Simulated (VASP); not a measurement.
# InSe in VASP: a series of runs

InSe is run at these levels: PBE+D3(BJ), r2SCAN; tasks: single point, relaxation of the atoms.

Everything below comes from runs of VASP 6.6.1. Logs are shortened: lines on timing, memory, paths and dates and some standing lists are left out, and cuts for length are marked.

## Step 1: The cell of the first run

The cell holds a slab with vacuum, 4 atoms: a = 4.308 Å, b = 4.308 Å, c = 36.721 Å, α = 90.00°, β = 90.00°, γ = 120.00°.

## Step 2: Single point, PBE+D3(BJ) (biaxial strain +0.070, then relaxed in part)

Contents of INCAR:

```
SYSTEM = InSe
ALGO = Normal ; DIPOL = 0.5 0.5 0.500
EDIFF = 1E-6 ; ENCUT = 520
GGA = PE ; IDIPOL = 3
ISIF = 2 ; ISMEAR = 0
IVDW = 12 ; LASPH = .TRUE.
LCHARG = .FALSE. ; LDIPOL = .TRUE.
LREAL = .FALSE. ; LWAVE = .FALSE.
NBANDS = 27 ; NELM = 60
PREC = Accurate ; SIGMA = 0.02
```

Contents of KPOINTS:

```
k-points
0
G
  12 12 1
  0 0 0
```

Contents of POSCAR:

```
InSe
1.0
    4.3084192906      0.0000000000      0.0000000000
   -2.1542096453      3.7312005558      0.0000000000
    0.0000000000      0.0000000000     36.7211901288
Se In
2 2
Direct
    0.0000000000      0.0000000000      0.4307298309
    0.0000000000      0.0000000000      0.5692424512
    0.6666666667      0.3333333333      0.4616540745
    0.6666666667      0.3333333333      0.5383182076
```

Potentials or basis: VASP PAW PBE potentials, release 64 (Se, In_d).

Command:

```
cat potpaw_PBE.64/Se/POTCAR potpaw_PBE.64/In_d/POTCAR > POTCAR
mpirun -np 1 vasp_std > vasp.out
```

OUTCAR:

```text
SYSTEM = InSe
   EDIFF = 1E-6
   ENCUT = 520
   GGA = PE
   ISIF = 2
   ISMEAR = 0
   IVDW = 12
   LASPH = .TRUE.
   LREAL = .FALSE.
   NELM = 60
   PREC = Accurate
 IVDW          = 12

 ion  position               nearest neighbor table
   1  0.000  0.000  0.431-   3 2.73   3 2.73   3 2.73
   2  0.000  0.000  0.569-   4 2.73   4 2.73   4 2.73
   3  0.667  0.333  0.462-   1 2.73   1 2.73   1 2.73   4 2.82
   4  0.667  0.333  0.538-   2 2.73   2 2.73   2 2.73   3 2.82

  LATTYP: Found a hexagonal cell.
 ALAT       =     4.3084192906
 C/A-ratio  =     8.5231235987

  Lattice vectors:

 A1 = (   4.3084192906,   0.0000000000,   0.0000000000)
 A2 = (  -2.1542096453,   3.7312005558,   0.0000000000)
 A3 = (   0.0000000000,   0.0000000000,  36.7211901288)

Analysis of symmetry for initial positions (statically):
=====================================================================
 Subroutine PRICEL returns:
 Original cell was already a primitive cell.

 Routine SETGRP: Setting up the symmetry group for a
 hexagonal supercell.

 Subroutine GETGRP returns: Found 12 space group operations
 (whereof  6 operations were pure point group operations)
 out of a pool of 24 trial point group operations.

The static configuration has the point symmetry C_3v.
 The point group associated with its full space group is D_3h.

Analysis of symmetry for dynamics (positions and initial velocities):
=====================================================================
 Subroutine PRICEL returns:
 Original cell was already a primitive cell.

 Routine SETGRP: Setting up the symmetry group for a
 hexagonal supercell.

 Subroutine GETGRP returns: Found 12 space group operations
 (whereof  6 operations were pure point group operations)
 out of a pool of 24 trial point group operations.

The dynamic configuration has the point symmetry C_3v.
 The point group associated with its full space group is D_3h.

 Subroutine INISYM returns: Found 12 space group operations
 (whereof  6 operations are pure point group operations),
 and found     1 'primitive' translations

----------------------------------------------------------------------------------------

                                     Primitive cell

  volume of cell :     590.3143

  direct lattice vectors                    reciprocal lattice vectors
     4.308419291  0.000000000  0.000000000     0.232103686  0.134005126  0.000000000
[... 89 lines left out ...]
   NFREE  =      0    steps in history (QN), initial steepest desc. (CG)
   ISIF   =      2    stress and relaxation
   ISYM   =      2    0-nonsym 1-usesym 2-fastsym
   POTIM  = 0.5000    time-step for ionic-motion
   TEBEG  =    0.0;   TEEND  =   0.0 temperature during run
   PSTRESS=    0.0 pullay stress
   NELECT =      38.0000    total number of electrons
   NUPDOWN=      -1.0000    fix difference up-down
   EMIN   =  10.00;   EMAX   =-10.00  energy-range for DOS
   EFERMI =   0.00;   METHOD = LEGACY
   ISMEAR =     0;   SIGMA  =   0.02  broadening in eV -4-tet -1-fermi 0-gaus
   EFERMI_NEDOS =   21; number of points for ismear=-14 and -15
   IALGO  =     38    algorithm
   IMIX   =      4    mixing-type and parameters
     AMIX     =   0.40;   BMIX     =  1.00
     AMIX_MAG =   1.60;   BMIX_MAG =  1.00
  volume/ion in A,a.u.               =     147.58       995.91
  Fermi-wavevector in a.u.,A,eV,Ry     =   0.656107  1.239863  5.856994  0.430477
  Thomas-Fermi vector in A             =   1.727195
   LORBIT       =      0    0 simple, 1 ext, 2 COOP (PROOUT), +10 PAW based schemes
   GGA     = PE    functional components
   LHFCALC =     F    Hartree Fock is set to
   AEXX    =    0.0000 exact exchange contribution
   IVDW    =    12    specifies the selected vdW correction
   LEPSILON=     F    determine dielectric tensor
   LRPA    =     F    only Hartree local field effects (RPA)
 non-spin polarized calculation
 Gauss-broadening in eV      SIGMA  =   0.02
  energy-cutoff  :      520.00
  volume of cell :      590.31
 maximum number of plane-waves:     15942
   NGX = 17   NGY = 17   NGZ =137

 dipolmoment           0.000000      0.000000      0.000000 electrons x Angstroem

 number of electron      37.9999993 magnetization

 dipolmoment           0.000000      0.000000     -0.000000 electrons x Angstroem

 Free energy of the ion-electron system (eV)
  ---------------------------------------------------
  ext. energy  EPLUGINS =         0.00000000
  ---------------------------------------------------
  free energy    TOTEN  =       -14.06529668 eV

  energy without entropy =      -14.06529668  energy(sigma->0) =      -14.06529668

 E-fermi :  -3.6927     XC(G=0):  -2.1461

 val. band max:       -3.8376692580   @ k =   0.0833   0.0833   0.0000
 cond. band min:      -3.3053190796   @ k =   0.0000   0.0000   0.0000
 fundamental gap:      0.5323501784
 Fermi energy:        -3.6926805407

 k-point     1 :       0.0000    0.0000    0.0000
  band No.  band energies     occupation
      1     -18.1873      2.00000
      2     -17.9919      2.00000
      3     -17.9919      2.00000
      4     -17.9100      2.00000
      5     -17.9100      2.00000
      6     -17.9034      2.00000
[... 559 lines left out ...]
     26       2.8793      0.00000
     27       3.4747      0.00000

------------------------ aborting loop because EDIFF is reached ----------------------------------------

 vacuum level on the upper side and lower side of the slab       (xc-potential included)        -0.006        -0.006

 Edisp (eV)   -0.78000

 E8    (eV) :    -0.3757

  FORCE on cell =-STRESS in cart. coord.  units (eV):
  Direction    XX          YY          ZZ          XY          YZ          ZX
  --------------------------------------------------------------------------------------
  -------------------------------------------------------------------------------------
  Total      -3.44892    -3.44892     0.00204     0.00000     0.00000     0.00000
  in kB      -9.36073    -9.36073     0.00555     0.00000     0.00000     0.00000
  external pressure =       -6.24 kB  Pullay stress =        0.00 kB

 VOLUME and BASIS-vectors are now :
 -----------------------------------------------------------------------------
  energy-cutoff  :      520.00
  volume of cell :      590.31
      direct lattice vectors                 reciprocal lattice vectors
     4.308419291  0.000000000  0.000000000     0.232103686  0.134005126  0.000000000
    -2.154209645  3.731200556  0.000000000     0.000000000  0.268010252  0.000000000
     0.000000000  0.000000000 36.721190129     0.000000000  0.000000000  0.027232233

 POSITION                                       TOTAL-FORCE (eV/Angst)
 -----------------------------------------------------------------------------------
      0.00000      0.00000     15.81691         0.000000     -0.000000     -0.010811
      0.00000      0.00000     20.90326         0.000000     -0.000000      0.010811
      2.15421      1.24373     16.95249        -0.000000      0.000000      0.010094
      2.15421      1.24373     19.76769        -0.000000      0.000000     -0.010094
 -----------------------------------------------------------------------------------
    total drift:                               -0.000000      0.000000     -0.000008

  FREE ENERGIE OF THE ION-ELECTRON SYSTEM (eV)
  ---------------------------------------------------
  free  energy   TOTEN  =       -14.8452967502 eV

  energy  without entropy=      -14.8452967502  energy(sigma->0) =      -14.84529675

 vacuum level on the upper side and lower side of the slab         1.869         1.869
```

OSZICAR:

```text
N       E                     dE             d eps       ncg     rms          rms(c)
DAV:   1     0.287395571620E+03    0.28740E+03   -0.13912E+04  1170   0.102E+03
DAV:   2     0.203228876233E+02   -0.26707E+03   -0.26283E+03  1279   0.256E+02
DAV:   3    -0.133753333688E+02   -0.33698E+02   -0.33395E+02  1353   0.109E+02
DAV:   4    -0.145550709847E+02   -0.11797E+01   -0.11778E+01  1267   0.259E+01
[... 12 lines left out ...]
DAV:  17    -0.140652876708E+02   -0.11578E-04   -0.58140E-07   959   0.257E-03    0.624E-04
DAV:  18    -0.140652929313E+02   -0.52605E-05   -0.19508E-07   948   0.185E-03    0.291E-04
DAV:  19    -0.140652944399E+02   -0.15086E-05   -0.16956E-08   886   0.791E-04    0.127E-04
DAV:  20    -0.140652959582E+02   -0.15183E-05   -0.16351E-08   899   0.686E-04    0.103E-04
DAV:  21    -0.140652966783E+02   -0.72005E-06   -0.93829E-09   869   0.429E-04
   1 F= -.14845297E+02 E0= -.14845297E+02  d E =-.705460E-26
```

It took 4.4 min on 1 thread of Intel Xeon 6975P-C (Granite Rapids), shared host; peak memory 0.78 GiB.

Results:

```yaml
Free_energy: -14.8453 eV
Largest_force: 0.011 eV/Å
Band_gap_on_the_k_mesh: 0.53 eV (least direct gap 0.70 eV)
Dispersion_energy_per_atom: -0.195 eV
```

Forces on the atoms (eV/Å):
```
Se   0.000  0.000 -0.011
Se   0.000  0.000  0.011
In   0.000  0.000  0.010
In   0.000  0.000 -0.010
```

Caveat: the cell differs from its parent crystal (biaxial strain +0.070, then relaxed in part); spin-orbit coupling is left out, which moves the levels of the heavy elements.

## Step 3: Single point, r2SCAN

This run uses another cell than the first one.

Contents of POSCAR:

```
InSe
1.0
    4.0265600847      0.0000000000      0.0000000000
   -2.0132800424      3.4871033232      0.0000000000
    0.0000000000      0.0000000000     36.7211901288
Se In
2 2
Direct
    0.0000000000      0.0000000000      0.4266547739
    0.0000000000      0.0000000000      0.5733174808
    0.6666666667      0.3333333333      0.4619360802
    0.6666666667      0.3333333333      0.5380362293
```

Contents of INCAR.step1:

```
PREC = Accurate ; ENCUT = 520
ISMEAR = 0 ; SIGMA = 0.02
LREAL = F ; LASPH = T
NELM = 100 ; LDIPOL = T
IDIPOL = 3 ; DIPOL = 0.5 0.5 0.500
NBANDS = 27 ; GGA = PE
ALGO = Normal ; EDIFF = 1E-4
LWAVE = T ; LCHARG = F
```

Contents of INCAR.step2:

```
PREC = Accurate ; ENCUT = 520
EDIFF = 1E-6 ; ISMEAR = 0
SIGMA = 0.02 ; LREAL = F
LASPH = T ; NELM = 100
ALGO = Normal ; ISIF = 2
LWAVE = F ; LCHARG = F
LDIPOL = T ; IDIPOL = 3
DIPOL = 0.5 0.5 0.500 ; METAGGA = R2SCAN
LMIXTAU = T ; NBANDS = 27
ISTART = 1
```

Contents of KPOINTS:

```
Automatic mesh
0
Gamma
  12 12 1
```

Potentials or basis: VASP PAW PBE potentials, release 64 (Se, In_d).

Command:

```
cat potpaw_PBE.64/Se/POTCAR potpaw_PBE.64/In_d/POTCAR > POTCAR
cp INCAR.step1 INCAR
mpirun -np 1 vasp_std > vasp.out
cp INCAR.step2 INCAR
mpirun -np 1 vasp_std > vasp.out
```

OUTCAR:

```text
PREC = Accurate
   ENCUT = 520
   EDIFF = 1E-6
   ISMEAR = 0
   LREAL = F
   LASPH = T
   NELM = 100
   ISIF = 2
   METAGGA = R2SCAN
   ISTART = 1

 ion  position               nearest neighbor table
   1  0.000  0.000  0.427-   3 2.66   3 2.66   3 2.66
   2  0.000  0.000  0.573-   4 2.66   4 2.66   4 2.66
   3  0.667  0.333  0.462-   1 2.66   1 2.66   1 2.66   4 2.79
   4  0.667  0.333  0.538-   2 2.66   2 2.66   2 2.66   3 2.79

  LATTYP: Found a hexagonal cell.
 ALAT       =     4.0265600847
 C/A-ratio  =     9.1197422505

  Lattice vectors:
[... 765 lines left out ...]
  --------------------------------------------------------------------------------------
  -------------------------------------------------------------------------------------
  Total       -0.2418765     -0.2418765     -0.4729755      0.0000000      0.0000000     -0.0000000
  in kB       -0.7516030     -0.7516030     -1.4697162      0.0000000      0.0000000     -0.0000000
  external PRESSURE =      -0.9909740 kB  Pullay stress =       0.0000000 kB

 VOLUME and BASIS-vectors are now :
 -----------------------------------------------------------------------------
  energy-cutoff  :      520.00
  volume of cell :      515.60
      direct lattice vectors                 reciprocal lattice vectors
     4.026560085  0.000000000  0.000000000     0.248350944  0.143385485  0.000000000
    -2.013280042  3.487103323  0.000000000     0.000000000  0.286770969  0.000000000
     0.000000000  0.000000000 36.721190129     0.000000000  0.000000000  0.027232233

 POSITION                                       TOTAL-FORCE (eV/Angst)
 -----------------------------------------------------------------------------------
      0.00000      0.00000     15.66727        -0.000000     -0.000000      0.173401
      0.00000      0.00000     21.05290        -0.000000     -0.000000     -0.173401
      2.01328      1.16237     16.96284        -0.000000     -0.000000     -0.175420
      2.01328      1.16237     19.75733         0.000000      0.000000      0.175420
 -----------------------------------------------------------------------------------
    total drift:                               -0.000003      0.000002     -0.001442

  FREE ENERGIE OF THE ION-ELECTRON SYSTEM (eV)
  ---------------------------------------------------
  free  energy   TOTEN  =       -76.4277328423 eV

  energy  without entropy=      -76.4277328423  energy(sigma->0) =      -76.42773284

 vacuum level on the upper side and lower side of the slab         2.124         2.124
```

OUTCAR.step1:

```text
PREC = Accurate
   ENCUT = 520
   ISMEAR = 0
   LREAL = F
   LASPH = T
   NELM = 100
   GGA = PE
[... 799 lines left out ...]
      2.01328      1.16237     16.96284         0.000000     -0.000000     -0.048451
      2.01328      1.16237     19.75733         0.000000     -0.000000      0.048451
 -----------------------------------------------------------------------------------
    total drift:                               -0.000000      0.000000     -0.001101

  FREE ENERGIE OF THE ION-ELECTRON SYSTEM (eV)
  ---------------------------------------------------
  free  energy   TOTEN  =       -14.2033227461 eV

  energy  without entropy=      -14.2033227461  energy(sigma->0) =      -14.20332275

 vacuum level on the upper side and lower side of the slab         1.792         1.793
```

Run time: 24 min. Hardware: 1 thread of Intel Xeon 6975P-C (Granite Rapids), shared host; peak memory 0.76 GiB.

Results:

```
Free energy            : -76.4277 eV
Largest force          : 0.175 eV/Å
Band gap on the k mesh : 2.05 eV (least direct gap 2.11 eV)
```

Forces in eV/Å, atoms in the order of the input:
```
Se   0.000  0.000  0.173
Se   0.000  0.000 -0.173
In   0.000  0.000 -0.175
In   0.000  0.000  0.175
```

Caveat: the PAW data sets were made with another functional, which shifts forces and pressure a little; spin-orbit coupling is left out, which moves the levels of the heavy elements.

## Step 4: Relaxation of the atoms, PBE+D3(BJ)

This run uses another cell than the first one: it holds 16 atoms, not 4.

Contents of INCAR:

```
PREC = Accurate
ENCUT = 450
EDIFF = 1E-7
ISMEAR = 0
SIGMA = 0.05
LREAL = F
LASPH = T
NELM = 120
ALGO = Normal
ISIF = 2
LWAVE = F
LCHARG = F
LDIPOL = T
IDIPOL = 3
DIPOL = 0.5 0.5 0.500
GGA = PE
IVDW = 12
IBRION = 2
NSW = 90
EDIFFG = -0.03
GGA_COMPAT = F
NELMIN = 4
NELMDL = -8
NCORE = 4
```

Contents of KPOINTS:

```
regular mesh
0
Gamma
  2 2 1
```

Contents of POSCAR:

```
InSe
1.0
    8.0727888986      0.0000000000      0.0000000000
   -4.0363944493      6.9912402656      0.0000000000
    0.0000000000      0.0000000000     21.3605950663
Se In
8 8
Selective dynamics
Direct
    0.5000000000      0.5000000000      0.3745214014  F F F
    0.5000000000      0.0000000000      0.3745214014  F F F
    0.0000000000      0.5000000000      0.3745214014  F F F
    0.0000000000      0.0000000000      0.3745214014  F F F
    0.5000000000      0.5000000000      0.6254785986  T T T
    0.5000000000      0.0000000000      0.6254785986  T T T
    0.0000000000      0.5000000000      0.6254785986  T T T
    0.0000000000      0.0000000000      0.6254785986  T T T
    0.3333333333      0.1666666667      0.4345717930  F F F
    0.3333333333      0.6666666667      0.4345717930  F F F
    0.8333333333      0.1666666667      0.4345717930  F F F
    0.8333333333      0.6666666667      0.4345717930  F F F
    0.3333333333      0.1666666667      0.5653329066  T T T
    0.3333333333      0.6666666667      0.5653329066  T T T
    0.8333333333      0.1666666667      0.5653329066  T T T
    0.8333333333      0.6666666667      0.5653329066  T T T
```

Command:

```
cat potpaw_PBE.64/Se/POTCAR potpaw_PBE.64/In_d/POTCAR > POTCAR
mpirun -np 4 vasp_std > vasp.out
```

Run time: 4.8 min. Hardware: 4 MPI ranks of Intel Xeon Platinum 8259CL at 2.50GHz (Skylake/Cascade Lake), shared host; peak memory 0.39 GiB.

The run converged. Its results:

* Free energy: -60.0434 eV
* Energy gained by relaxing: 0.0 meV/atom
* Ionic steps: 2
* Band gap on the k mesh: 1.64 eV
* Dispersion energy per atom: -0.221 eV

Step by step:
```csv
step,energy change (eV),largest force on free atoms (eV/Å),pressure (GPa)
1,0.0000,0.0513,0.12
2,-0.0005,0.0258,0.10
```

Final structure:
```
Se In
1.0
     8.07279    0.00000    0.00000
    -4.03639    6.99124    0.00000
     0.00000    0.00000   21.36060
Se In
8 8
Cartesian
  2.0182 3.4956 8.0000
  4.0364 0.0000 8.0000
  -2.0182 3.4956 8.0000
  0.0000 0.0000 8.0000
  2.0182 3.4956 13.3631
  4.0364 0.0000 13.3631
  6.0546 3.4956 13.3631
  8.0728 0.0000 13.3631
  2.0182 1.1652 9.2827
  0.0000 4.6608 9.2827
  6.0546 1.1652 9.2827
  4.0364 4.6608 9.2827
  2.0182 1.1652 12.0744
  0.0000 4.6608 12.0744
  6.0546 1.1652 12.0744
  4.0364 4.6608 12.0744
```

Levels at points of the mesh, in eV from the valence-band top:
| k point | band 74 | band 75 | band 76 | band 77 | band 78 | band 79 |
| --- | --- | --- | --- | --- | --- | --- |
| (0.00, 0.00, 0.00) | -0.34 | -0.34 | 0.00 | 1.64 | 2.37 | 2.37 |
| (0.50, 0.00, 0.00) | -0.58 | -0.01 | -0.01 | 2.80 | 2.80 | 2.96 |

Caveat: the k points lie up to 0.45 Å⁻¹ apart; spin-orbit coupling is left out, which moves the levels of the heavy elements.

## Step 5: Summary

```tsv
task	level	cell	k mesh	cutoff (eV)	smearing	atoms held fixed (from 0)	gap on the mesh (eV)	largest force (eV/Å)
single point	PBE+D3(BJ)	a = 4.308, b = 4.308, c = 36.721 Å, angles 90.0, 90.0, 120.0°, 4 atoms, atomic positions A	12 × 12 × 1	520	gaussian 0.02 eV	-	0.53	0.01
single point	r2SCAN	a = 4.027, b = 4.027, c = 36.721 Å, angles 90.0, 90.0, 120.0°, 4 atoms, atomic positions B	12 × 12 × 1	520	gaussian 0.02 eV	-	2.05	0.18
relaxation of the atoms	PBE+D3(BJ)	atoms relaxed from a = 8.073, b = 8.073, c = 21.361 Å, angles 90.0, 90.0, 120.0°, 16 atoms, atomic positions C	2 × 2 × 1	450	gaussian 0.05 eV	[0, 1, 2, 3, 8, 9, 10, 11]	1.64	-
```

Alike in all rows: potentials or basis VASP PAW PBE potentials, release 64 (Se, In_d); no spin polarisation.

Caveats: some runs use coarse meshes; spin-orbit coupling is left out, which moves the levels of the heavy elements; the PAW data sets were made with another functional, which shifts forces and pressure a little (at least some runs).

Absolute energies hang on the potentials; compare differences alone.
